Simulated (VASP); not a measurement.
# InGaBN3 (P1) in VASP: further runs

InGaBN3 is run at these levels: PBE; tasks: single point.

All numbers are computed with VASP 6.6.1; they aren't measurements. Logs are shortened: lines on timing, memory, paths and dates and some standing lists are left out, and cuts for length are marked.

### 1 The cell of the first run

The typed cell holds 24 atoms: a = 6.859 Å, b = 6.612 Å, c = 7.625 Å, α = 93.07°, β = 86.85°, γ = 123.56°.

### 2 Single point, PBE

INCAR reads:

```
PREC = Accurate
ENCUT = 520
EDIFF = 1E-6
ISMEAR = 0
SIGMA = 0.1
LREAL = Auto
LASPH = True
NELM = 100
ALGO = Normal
ISIF = 2
LWAVE = False
LCHARG = True
GGA = PE
LELF = True
LVHAR = True
ISYM = 0
NBANDS = 106
```

KPOINTS reads:

```
Automatic mesh
0
Gamma
  3 3 2
  0 0 0.5
```

POSCAR reads:

```
InGaBN3
1.0
   -4.8956084075     -4.7986967496     -0.2123131783
    0.3256090735      4.6854008544      4.6534928963
   -4.5081546543      4.1989298180     -4.4926309334
B N Ga In
4 12 4 4
Direct
    0.7457880371      0.3159922443      0.3516209517
    0.2395374418      0.2760936473      0.3270201894
    0.5107952941      0.4565320817      0.0337546485
    0.0539453624      0.7968019231      0.3526529667
    0.3635137981      0.2186156737      0.9360654692
    0.8587076655      0.1832761945      0.9323280907
    0.6906187909      0.3122798945      0.5447436098
    0.1991931187      0.3286595369      0.5123357712
    0.4239606636      0.4736283724      0.2126139850
   -0.0740359850      0.5465968073      0.2738483558
    0.2835122242      0.7231130075      0.9207738663
    0.7608737143      0.6440149832      0.9640498445
    0.6544042822      0.8031817030      0.5586321405
    0.1362569296      0.8212327193      0.5345457959
    0.6130128336      0.0770067537      0.2552221945
    0.0915539617      1.0126824521      0.2654050355
    0.5151013065      1.0301693264      0.0159669197
    0.0062417401      0.0147844383      0.0265264083
   -0.0139666291      0.5203325475      0.0286431166
    0.6010975222      0.7975875494      0.3175356717
    0.8622233153      0.1613919136      0.6499707583
    0.3467327415      0.1685301442      0.6520078329
    0.8095966764      0.6480622602      0.6823157757
    0.3090332507      0.6666810629      0.6510240118
```

Potentials or basis: VASP PAW PBE potentials, release 64 (B, N, Ga_d, In_d).

The run is started by

```
$ cat potpaw_PBE.64/B/POTCAR potpaw_PBE.64/N/POTCAR potpaw_PBE.64/Ga_d/POTCAR potpaw_PBE.64/In_d/POTCAR > POTCAR
$ mpirun -np 1 vasp_std > vasp.out
```

OUTCAR:

```text
PREC = Accurate
   ENCUT = 520
   EDIFF = 1E-6
   ISMEAR = 0
   LREAL = Auto
   LASPH = True
   NELM = 100
   ISIF = 2
   GGA = PE
   ISYM = 0

 ion  position               nearest neighbor table
   1  0.746  0.316  0.352-  10 1.46  15 1.49   7 1.50  21 2.87
   2  0.240  0.276  0.327-   8 1.48   9 1.50  16 1.51  22 2.86
   3  0.511  0.457  0.034-   9 1.48   5 1.50  12 1.54
   4  0.054  0.797  0.353-  10 1.49  16 1.49  14 1.49  23 2.84
   5  0.364  0.219  0.936-   3 1.50  18 2.14  17 2.14  22 2.17
   6  0.859  0.183  0.932-  19 2.00  18 2.05  17 2.06  21 2.15
   7  0.691  0.312  0.545-   1 1.50  21 2.12  22 2.13  23 2.13
   8  0.199  0.329  0.512-   2 1.48  24 2.16  21 2.17  22 2.17
   9  0.424  0.474  0.213-   3 1.48   2 1.50  20 1.94
  10  0.926  0.547  0.274-   1 1.46   4 1.49  19 1.91
  11  0.284  0.723  0.921-  19 1.88  17 1.89  24 2.09
  12  0.761  0.644  0.964-   3 1.54  18 2.11  23 2.16  19 2.20
  13  0.654  0.803  0.559-  20 1.89  21 2.08  24 2.11  23 2.12
  14  0.136  0.821  0.535-   4 1.49  22 2.10  23 2.15  24 2.19
  15  0.613  0.077  0.255-   1 1.49  20 1.89  17 1.93
  16  0.092  0.013  0.265-   4 1.49   2 1.51  18 1.95
  17  0.515  0.030  0.016-  11 1.89  15 1.93   6 2.06   5 2.14  21 3.38  24 3.39  22 3.42
  18  0.006  0.015  0.027-  16 1.95   6 2.05  12 2.11   5 2.14  23 3.27  22 3.41  21 3.44
  19  0.986  0.520  0.029-  11 1.88  10 1.91   6 2.00  12 2.20  23 3.30  24 3.37  21 3.46
  20  0.601  0.798  0.318-  13 1.89  15 1.89   9 1.94  24 3.00  21 3.24
  21  0.862  0.161  0.650-  13 2.08   7 2.12   6 2.15   8 2.17   1 2.87  24 3.04  23 3.23  20 3.24
                            22 3.30  24 3.37  17 3.38  23 3.43  18 3.44  19 3.46  22 3.56
  22  0.347  0.169  0.652-  14 2.10   7 2.13   8 2.17   5 2.17   2 2.86  23 3.01  24 3.18  21 3.30
                            23 3.38  18 3.41  17 3.42  24 3.44  21 3.56
  23  0.810  0.648  0.682-  13 2.12   7 2.13  14 2.15  12 2.16   4 2.84  22 3.01  21 3.23  18 3.27
                            19 3.30  24 3.35  22 3.38  21 3.43  24 3.52
  24  0.309  0.667  0.651-  11 2.09  13 2.11   8 2.16  14 2.19  20 3.00  21 3.04  22 3.18  23 3.35
                            19 3.37  21 3.37  17 3.39  22 3.44  23 3.52

IMPORTANT INFORMATION: All symmetrisations will be switched off!
NOSYMM: (Re-)initialisation of all symmetry stuff for point group C_1.

----------------------------------------------------------------------------------------

                                     Primitive cell

  volume of cell :     287.5858

  direct lattice vectors                    reciprocal lattice vectors
    -4.895608408 -4.798696750 -0.212313178    -0.141138637 -0.067860877  0.078201781
     0.325609074  4.685400854  4.653492896    -0.078064571  0.073150418  0.146702598
    -4.508154654  4.198929818 -4.492630933    -0.074189787  0.078976599 -0.074326998

  length of vectors
     6.858538406  6.611656265  7.624841159     0.175044943  0.181567380  0.131399887

  position of ions in fractional coordinates (direct lattice)
     0.745788037  0.315992244  0.351620952
     0.239537442  0.276093647  0.327020189
     0.510795294  0.456532082  0.033754649
     0.053945362  0.796801923  0.352652967
     0.363513798  0.218615674  0.936065469
     0.858707665  0.183276195  0.932328091
[... 16 lines left out ...]
     0.809596676  0.648062260  0.682315776
     0.309033251  0.666681063  0.651024012

  ion indices of the primitive-cell ions
   primitive index   ion index
                 1           1
                 2           2
                 3           3
                 4           4
                 5           5
                 6           6
[... 16 lines left out ...]
                23          23
                24          24

----------------------------------------------------------------------------------------

 KPOINTS: Automatic mesh

Automatic generation of k-mesh.
 Grid dimensions read from file:
 generate k-points for:    3    3    2

 Generating k-lattice:

  Cartesian coordinates                     Fractional coordinates (reciprocal lattice)
    -0.047046212 -0.022620292  0.026067260     0.333333333  0.000000000  0.000000000
    -0.026021524  0.024383473  0.048900866     0.000000000  0.333333333  0.000000000
    -0.037094894  0.039488299 -0.037163499    -0.000000000  0.000000000  0.500000000

  Length of vectors
     0.058348314  0.060522460  0.065699943

  Shift w.r.t. Gamma in fractional coordinates (k-lattice)
     0.000000000  0.000000000  0.500000000

 Subroutine IBZKPT returns following result:
 ===========================================

 Found      9 irreducible k-points:

 Following reciprocal coordinates:
            Coordinates               Weight
 -0.000000  0.000000  0.250000      2.000000
  0.333333  0.000000  0.250000      2.000000
 -0.333333  0.000000  0.250000      2.000000
  0.000000  0.333333  0.250000      2.000000
  0.333333  0.333333  0.250000      2.000000
 -0.333333  0.333333  0.250000      2.000000
 -0.000000 -0.333333  0.250000      2.000000
  0.333333 -0.333333  0.250000      2.000000
 -0.333333 -0.333333  0.250000      2.000000
   k-points           NKPTS =      9   k-points in BZ     NKDIM =      9   number of bands    NBANDS=    106
   number of dos      NEDOS =    301   number of ions     NIONS =     24
   total plane-waves  NPLWV = 162000
   dimension x,y,z NGX =    54 NGY =   50 NGZ =   60
   dimension x,y,z NGXF=   108 NGYF=  100 NGZF=  120
   ions per type =               4  12   4   4
   NGX,Y,Z   is equivalent  to a cutoff of  13.09, 12.57, 13.08 a.u.
   NGXF,Y,Z  is equivalent  to a cutoff of  26.18, 25.14, 26.16 a.u.
 SYSTEM =  unknown system
   PREC   = accura    normal or accurate (medium, high low for compatibility)
   ISTART =      0    job   : 0-new  1-cont  2-samecut
   ICHARG =      2    charge: 1-file 2-atom 10-const
   ISPIN  =      1    spin polarized calculation?
   LNONCOLLINEAR =      F non collinear calculations
   LSORBIT =      F    spin-orbit coupling
   LASPH  =      T    aspherical Exc in radial PAW
   ENCUT  =  520.0 eV  38.22 Ry    6.18 a.u.  12.75 12.29 14.18*2*pi/ulx,y,z
   NELM   =    100;   NELMIN=  2; NELMDL= -5     # of ELM steps
   EDIFF  = 0.1E-05   stopping-criterion for ELM
   LREAL  =      T    real-space projection
   EDIFFG = 0.1E-04   stopping-criterion for IOM
   NSW    =      0    number of steps for IOM
   IBRION =     -1    ionic relax: 0-MD 1-quasi-New 2-CG
   NFREE  =      0    steps in history (QN), initial steepest desc. (CG)
   ISIF   =      2    stress and relaxation
   ISYM   =      0    0-nonsym 1-usesym 2-fastsym
   POTIM  = 0.5000    time-step for ionic-motion
   TEBEG  =    0.0;   TEEND  =   0.0 temperature during run
   PSTRESS=    0.0 pullay stress
   NELECT =     176.0000    total number of electrons
   NUPDOWN=      -1.0000    fix difference up-down
   EMIN   =  10.00;   EMAX   =-10.00  energy-range for DOS
   EFERMI =   0.00;   METHOD = LEGACY
   ISMEAR =     0;   SIGMA  =   0.10  broadening in eV -4-tet -1-fermi 0-gaus
   EFERMI_NEDOS =   21; number of points for ismear=-14 and -15
   IALGO  =     38    algorithm
   IMIX   =      4    mixing-type and parameters
     AMIX     =   0.40;   BMIX     =  1.00
     AMIX_MAG =   1.60;   BMIX_MAG =  1.00
  volume/ion in A,a.u.               =      11.98        80.86
  Fermi-wavevector in a.u.,A,eV,Ry     =   1.389920  2.626569 26.284803  1.931879
  Thomas-Fermi vector in A             =   2.513905
   LORBIT       =      0    0 simple, 1 ext, 2 COOP (PROOUT), +10 PAW based schemes
   GGA     = PE    functional components
   LHFCALC =     F    Hartree Fock is set to
   AEXX    =    0.0000 exact exchange contribution
   IVDW    =     0    specifies the selected vdW correction
   LEPSILON=     F    determine dielectric tensor
   LRPA    =     F    only Hartree local field effects (RPA)
 non-spin polarized calculation
 Gauss-broadening in eV      SIGMA  =   0.10
  energy-cutoff  :      520.00
  volume of cell :      287.59
 maximum number of plane-waves:      7748
 NGX is ok and might be reduce to    54
   NGX = 25   NGY = 25   NGZ = 29

 number of electron     176.0000000 magnetization

 Free energy of the ion-electron system (eV)
  ---------------------------------------------------
  ext. energy  EPLUGINS =         0.00000000
  ---------------------------------------------------
  free energy    TOTEN  =      -154.02883714 eV

  energy without entropy =     -154.02883714  energy(sigma->0) =     -154.02883714

 E-fermi :   5.9589     XC(G=0): -10.9478

 val. band max:        5.4402711299   @ k =  -0.0000   0.0000   0.2500
 cond. band min:       6.8052859547   @ k =  -0.0000   0.0000   0.2500
 fundamental gap:      1.3650148248
 Fermi energy:         5.9588516659

 k-point     1 :      -0.0000    0.0000    0.2500
  band No.  band energies     occupation
      1     -11.1653      2.00000
      2     -10.5780      2.00000
      3     -10.3770      2.00000
      4     -10.2076      2.00000
      5     -10.1611      2.00000
      6      -9.7271      2.00000
[... 92 lines left out ...]
     99      10.5921      0.00000
    100      10.7934      0.00000

 k-point     2 :       0.3333    0.0000    0.2500
  band No.  band energies     occupation
      1     -11.0350      2.00000
      2     -10.6853      2.00000
      3     -10.3023      2.00000
      4     -10.1754      2.00000
      5     -10.1619      2.00000
      6      -9.7298      2.00000
[... 710 lines left out ...]
     99      10.7718      0.00000
    100      10.9962      0.00000

 k-point     9 :      -0.3333   -0.3333    0.2500
  band No.  band energies     occupation
      1     -10.9711      2.00000
      2     -10.6786      2.00000
      3     -10.3501      2.00000
      4     -10.1714      2.00000
      5     -10.1511      2.00000
      6      -9.7156      2.00000
[... 92 lines left out ...]
     99      11.0442      0.00000
    100      11.0848      0.00000
 [bands above 100 left out]

------------------------ aborting loop because EDIFF is reached ----------------------------------------

  FORCE on cell =-STRESS in cart. coord.  units (eV):
  Direction    XX          YY          ZZ          XY          YZ          ZX
  --------------------------------------------------------------------------------------
  -------------------------------------------------------------------------------------
  Total        0.2616519      0.2298820      0.1465092      0.0486243      0.0445588      0.0068765
  in kB        1.4576965      1.2807018      0.8162214      0.2708920      0.2482428      0.0383096
  external PRESSURE =       1.1848732 kB  Pullay stress =       0.0000000 kB

 VOLUME and BASIS-vectors are now :
 -----------------------------------------------------------------------------
  energy-cutoff  :      520.00
  volume of cell :      287.59
      direct lattice vectors                 reciprocal lattice vectors
    -4.895608408 -4.798696750 -0.212313178    -0.141138637 -0.067860877  0.078201781
     0.325609074  4.685400854  4.653492896    -0.078064571  0.073150418  0.146702598
    -4.508154654  4.198929818 -4.492630933    -0.074189787  0.078976599 -0.074326998

 POSITION                                       TOTAL-FORCE (eV/Angst)
 -----------------------------------------------------------------------------------
     -5.13336     -0.62183     -0.26758         0.006577      0.004432     -0.004152
     -2.55704      1.51728     -0.23524         0.004421      0.001518      0.011633
     -2.50417     -0.17038      1.86437        -0.014500      0.023500      0.010737
     -1.59446      4.95523      2.11212         0.006229     -0.005757      0.003313
     -5.92837      3.21038     -3.26525         0.001753     -0.001765      0.014373
     -8.34730      0.65282     -3.51805        -0.011134     -0.001111      0.000081
[... 16 lines left out ...]
     -6.82844      2.01642     -0.22153        -0.007092      0.001794      0.005011
     -4.23075      4.37432      0.11197        -0.000727      0.012544      0.014633
 -----------------------------------------------------------------------------------
    total drift:                                0.007759     -0.002576      0.027980

  FREE ENERGIE OF THE ION-ELECTRON SYSTEM (eV)
  ---------------------------------------------------
  free  energy   TOTEN  =      -154.0288371431 eV

  energy  without entropy=     -154.0288371431  energy(sigma->0) =     -154.02883714
```

Run time: 5.3 min. Hardware: 1 thread of Intel Xeon 6975P-C (Granite Rapids), shared host; peak memory 0.51 GiB.

What came out:

| Item | Value |
| --- | --- |
| Free energy | -154.0288 eV |
| Pressure | 0.1 GPa |
| Largest force | 0.038 eV/Å |
| Band gap on the k mesh | 1.36 eV |

Forces in eV/Å, atoms in the order of the input:
```
B    0.007  0.004 -0.004
B    0.004  0.002  0.012
B   -0.015  0.024  0.011
B    0.006 -0.006  0.003
N    0.002 -0.002  0.014
N   -0.011 -0.001  0.000
N    0.001 -0.001 -0.002
N    0.012  0.000  0.007
N    0.005 -0.008 -0.006
N    0.005 -0.009  0.003
N   -0.007  0.019 -0.008
N    0.005 -0.001 -0.006
N    0.013 -0.028  0.008
N   -0.005 -0.006 -0.002
N    0.000 -0.003 -0.002
N    0.003 -0.003 -0.007
Ga   0.007 -0.007 -0.036
Ga   0.002  0.014 -0.015
Ga  -0.022 -0.003  0.011
Ga  -0.006  0.015 -0.005
In   0.000  0.002  0.009
In   0.002 -0.015 -0.004
In  -0.007  0.002  0.005
In  -0.001  0.013  0.015
```

Caveat: spin-orbit coupling is left out, which moves the levels of the heavy elements; a shifted mesh leaves out Γ, where band edges can lie.

### 3 Single point, PBE

This run uses another cell than the first one, of 11.28 Å³/atom.

INCAR reads:

```
PREC = Accurate
ENCUT = 520
EDIFF = 1E-6
ISMEAR = 0
SIGMA = 0.1
LREAL = Auto
LASPH = T
NELM = 60
ALGO = Normal
ISIF = 2
LWAVE = F
LCHARG = T
GGA = PE
LELF = T
LVHAR = T
NBANDS = 106
ISYM = 0
```

KPOINTS reads:

```
regular mesh
0
Gamma
  3 3 3
```

POSCAR reads:

```
InGaBN3
1.0
   -4.5404242061     -4.5802763094     -0.0433942916
   -0.0174617829      4.6411323839      4.4124190534
   -4.5111698691      4.5076276807     -4.2614525674
B N Ga In
4 12 4 4
Direct
    0.5175972902      0.1093429542      0.0229948669
    0.0573829118      0.9613133963      0.0410082264
    0.6652861205      0.3357465249      0.3251473056
    0.3379884573      0.6533601878      0.6684628874
    0.3044398996      0.1154170373      0.9616583914
    0.7177138276      0.1906228753      0.8993392186
    0.6568258670      0.3101790955      0.5238724620
    0.1522449333      0.3348252730      0.5929503772
    0.5167873992      0.4716772187      0.2528452657
    0.9749498052      0.4809267593      0.2689424689
    0.3425845828      0.6255630094      0.8644468558
    0.8750992455      0.7536125145      0.9451591524
    0.6117687091      0.8033499333      0.5943724682
    0.2017410345      0.7844585235      0.5883348702
    0.5266492649      0.0710081333      0.2229606805
    0.0302312238      0.0011012579      0.2302479924
    0.7981319421      0.1485004888      0.6633358972
    0.1726216117      0.3253631450      0.3403659294
    0.5263285208      0.5357807825      0.0024104103
    0.1858596306      0.8261859683      0.3356720641
    0.3269454010      0.1433580352      0.6832262405
    0.0177817499      0.4988202869      0.9957763167
    0.8292188929      0.6482169231      0.6632110792
    0.6659283246      0.8455921936      0.3167731053
```

Potentials or basis: VASP PAW PBE potentials, release 64 (B, N, Ga_d, In_d).

The run is started by

```
$ cat potpaw_PBE.64/B/POTCAR potpaw_PBE.64/N/POTCAR potpaw_PBE.64/Ga_d/POTCAR potpaw_PBE.64/In_d/POTCAR > POTCAR
$ mpirun -np 1 vasp_std > vasp.out
```

Run time: 7.5 min. Hardware: 1 thread of Intel Xeon 6975P-C (Granite Rapids), shared host; peak memory 0.53 GiB.

It converged, with:

* Free energy: -153.4255 eV
* Pressure: 0.2 GPa
* Largest force: 0.049 eV/Å
* Band gap on the k mesh: 0.95 eV (least direct gap 0.98 eV)

Forces in eV/Å, atoms in the order of the input:
```
B    0.001  0.003  0.021
B   -0.025  0.007  0.020
B    0.007 -0.024 -0.009
B    0.017  0.007  0.021
N    0.008  0.007 -0.009
N   -0.010 -0.015  0.003
N    0.000 -0.008  0.025
N   -0.020  0.017  0.006
N    0.005 -0.019  0.001
N    0.015 -0.007 -0.004
N   -0.038 -0.018 -0.021
N    0.023  0.003  0.005
N   -0.001  0.006 -0.012
N   -0.011 -0.024 -0.025
N   -0.008  0.004  0.006
N    0.021  0.003  0.014
Ga  -0.006  0.008 -0.016
Ga   0.036  0.027 -0.020
Ga   0.023  0.017  0.017
Ga  -0.003  0.013 -0.010
In  -0.006 -0.005 -0.017
In   0.008 -0.016 -0.020
In  -0.012 -0.001  0.000
In  -0.024  0.013  0.024
```

Stress tensor (GPa, compression positive):
```
 0.17  0.00 -0.01
 0.00  0.20 -0.06
-0.01 -0.06  0.23
```

Levels at points of the mesh, in eV from the valence-band top:
```
           k point  band 86  band 87  band 88  band 89  band 90  band 91
(0.00, 0.00, 0.00)    -0.43    -0.36    -0.03     0.95     2.37     2.62
```

Caveat: spin-orbit coupling is left out, which moves the levels of the heavy elements; an odd mesh through Γ misses points on the zone boundary, where band edges can lie.
